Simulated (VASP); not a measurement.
# AlAs in VASP: notebook, part 2 of 2

VASP 6.6.1. The steps go on from the part before.

### Step 4. Single point, PBE

This run uses another cell than the first one, of 74.87 Å³/atom, 1.163 times its volume.

INCAR reads:

```
SYSTEM = AlAs
ALGO = Normal
DIPOL = 0.5 0.5 0.290
EDIFF = 1E-6
ENCUT = 400
GGA = PE
GGA_COMPAT = .False.
IDIPOL = 3
ISIF = 2
ISMEAR = 0
LASPH = .True.
LCHARG = .True.
LDIPOL = .True.
LELF = .True.
LREAL = .False.
LVACPOTAV = .True.
LVHAR = .True.
LWAVE = .False.
NBANDS = 16
NELM = 120
NELMDL = -8
PREC = Accurate
SIGMA = 0.05
```

KPOINTS reads:

```
k-points
0
Gamma
  9 9 1
  0 0 0
```

POSCAR reads:

```
AlAs
1.0
    4.0498608267      0.0000000000      0.0000000000
   -2.0249304133      3.5072823577      0.0000000000
    0.0000000000      0.0000000000     21.0833431957
As Al
2 2
Direct
    0.0000000000      0.0000000000      0.1897232314
    0.3333333333      0.6666666667      0.3567836672
    0.3333333333      0.6666666667      0.2289330651
    0.6666666667      0.3333333333      0.3833994979
```

Potentials or basis: VASP PAW PBE potentials, release 64 (As, Al).

Command:

```console
$ cat potpaw_PBE.64/As/POTCAR potpaw_PBE.64/Al/POTCAR > POTCAR
$ mpirun -np 1 vasp_std > vasp.out
```

OUTCAR:

```text
SYSTEM = AlAs
   EDIFF = 1E-6
   ENCUT = 400
   GGA = PE
   ISIF = 2
   ISMEAR = 0
   LASPH = .True.
   LREAL = .False.
   NELM = 120
   NELMDL = -8
   PREC = Accurate

 ion  position               nearest neighbor table
   1  0.000  0.000  0.190-   3 2.48   3 2.48   3 2.48
   2  0.333  0.667  0.357-   4 2.40   4 2.40   4 2.40   3 2.70
   3  0.333  0.667  0.229-   1 2.48   1 2.48   1 2.48   2 2.70
   4  0.667  0.333  0.383-   2 2.40   2 2.40   2 2.40

  LATTYP: Found a hexagonal cell.
 ALAT       =     4.0498608267
[... 418 lines left out ...]
  -------------------------------------------------------------------------------------
  Total       -0.0563109     -0.0563109     -0.5777976     -0.0000000      0.0000000      0.0000000
  in kB       -0.3012677     -0.3012677     -3.0912635     -0.0000000      0.0000000      0.0000000
  external PRESSURE =      -1.2312663 kB  Pullay stress =       0.0000000 kB

 VOLUME and BASIS-vectors are now :
 -----------------------------------------------------------------------------
  energy-cutoff  :      400.00
  volume of cell :      299.47
      direct lattice vectors                 reciprocal lattice vectors
     4.049860827  0.000000000  0.000000000     0.246922065  0.142560521  0.000000000
    -2.024930413  3.507282358  0.000000000     0.000000000  0.285121042  0.000000000
     0.000000000  0.000000000 21.083343196     0.000000000  0.000000000  0.047430808

 POSITION                                       TOTAL-FORCE (eV/Angst)
 -----------------------------------------------------------------------------------
      0.00000      0.00000      4.00000         0.000000     -0.000000      0.705818
     -0.00000      2.33819      7.52219        -0.000000      0.000000     -0.001638
     -0.00000      2.33819      4.82667        -0.000000      0.000000     -0.707418
      2.02493      1.16909      8.08334         0.000000      0.000000      0.003237
 -----------------------------------------------------------------------------------
    total drift:                               -0.000000      0.000000      0.000102

  FREE ENERGIE OF THE ION-ELECTRON SYSTEM (eV)
  ---------------------------------------------------
  free  energy   TOTEN  =       -16.9712556852 eV

  energy  without entropy=      -16.9712203756  energy(sigma->0) =      -16.97123803

 vacuum level on the upper side and lower side of the slab         1.481         3.971
```

stdout:

```text
POSCAR found type information on POSCAR AsAl
 POSCAR found :  2 types and       4 ions
 scaLAPACK will be used
 LDA part: xc-table for (Slater+PW92), standard interpolation
 POSCAR, INCAR and KPOINTS ok, starting setup
 FFT: planning ... GRIDC
 FFT: planning ... GRID_SOFT
 FFT: planning ... GRID
 WAVECAR not read
 entering main loop
 -----------------------------------------------------------------------------
|                                                                             |
|           W    W    AA    RRRRR   N    N  II  N    N   GGGG   !!!           |
|           W    W   A  A   R    R  NN   N  II  NN   N  G    G  !!!           |
|           W    W  A    A  R    R  N N  N  II  N N  N  G       !!!           |
|           W WW W  AAAAAA  RRRRR   N  N N  II  N  N N  G  GGG   !            |
|           WW  WW  A    A  R   R   N   NN  II  N   NN  G    G                |
|           W    W  A    A  R    R  N    N  II  N    N   GGGG   !!!           |
|                                                                             |
|     Did not find any points to average over, which means that no vacuum     |
|     field-free region was found. Please increase the size of  your cell     |
|     in the dimension of the dipole correction to obtain accurate            |
|     workfunction values.                                                    |
|                                                                             |
 -----------------------------------------------------------------------------
```

It took 41 s on 1 thread of Intel Xeon 6975P-C (Granite Rapids), shared host; peak memory 0.32 GiB.

Results:

```
Free energy            : -16.9713 eV
Largest force          : 0.707 eV/Å
Band gap on the k mesh : 0.19 eV, indirect (least direct gap 0.41 eV)
```

Forces on the atoms (eV/Å):
```
As   0.000  0.000  0.706
As   0.000  0.000 -0.002
Al   0.000  0.000 -0.707
Al   0.000  0.000  0.003
```

### Step 5. Overview

| cell | cutoff (eV) | gap on the mesh (eV) | largest force (eV/Å) |
| --- | --- | --- | --- |
| a = 4.050, b = 4.050, c = 18.133 Å, angles 90.0, 90.0, 120.0°, 4 atoms | 520 | 0.19 | 0.71 |
| a = 4.050, b = 4.050, c = 19.583 Å, angles 90.0, 90.0, 120.0°, 4 atoms | 520 | 0.19 | 0.71 |
| a = 4.050, b = 4.050, c = 21.083 Å, angles 90.0, 90.0, 120.0°, 4 atoms | 400 | 0.19 | 0.71 |

Alike in all rows: task single point; level PBE; potentials or basis VASP PAW PBE potentials, release 64 (As, Al); no spin polarisation; k mesh 9 × 9 × 1; smearing gaussian 0.05 eV.

Total energies depend on the potentials used, so only differences within one code and one set of settings carry meaning.
